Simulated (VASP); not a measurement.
HfSnSe4, 6 atoms in the cell. The structure is trigonal, space group P-3m1 (No. 164). Conventional cell: a = 3.826 Å, b = 3.826 Å, c = 13.911 Å, α = 90.00°, β = 90.00°, γ = 120.00°. Hf (site symmetry -3m) has 6 Se at 2.70 Å within 3.6 Å. Sn (site symmetry -3m) has 6 Se at 2.73 Å within 3.6 Å. Within 3.6 Å of Se (site symmetry 3m) lie 3 Sn at 2.73 Å. Se (site symmetry 3m) has 3 Hf at 2.70 Å within 3.6 Å. 

```yaml
Program: VASP 6.6.1
Task: single point
Functional: PBE
Potentials_or_basis: VASP PAW PBE potentials, release 64 (Hf_pv, Sn_d, Se)
Cutoff: 520 eV
k_mesh: 6 × 6 × 2
Occupations: gaussian, width 0.1 eV
Spin: no spin polarisation
Dipole_correction: no
Further_INCAR_settings: ALGO = Normal; EDIFF = 1e-06; NBANDS = 33
```

Potentials or basis: VASP PAW PBE potentials, release 64 (Hf_pv, Sn_d, Se).

Run with:

```console
$ cat potpaw_PBE.64/Hf_pv/POTCAR potpaw_PBE.64/Sn_d/POTCAR potpaw_PBE.64/Se/POTCAR > POTCAR
$ mpirun -np 1 vasp_std > vasp.out
```

Hardware: 1 thread of Intel(R) Xeon(R) Platinum 8488C (Sapphire Rapids), on a shared host.

Estimate the wall time of this run.

Run time: 87 s on 1 thread of Intel(R) Xeon(R) Platinum 8488C (Sapphire Rapids), on a shared host, peak memory 0.31 GiB. Counts: scf iterations 16, k points 14.
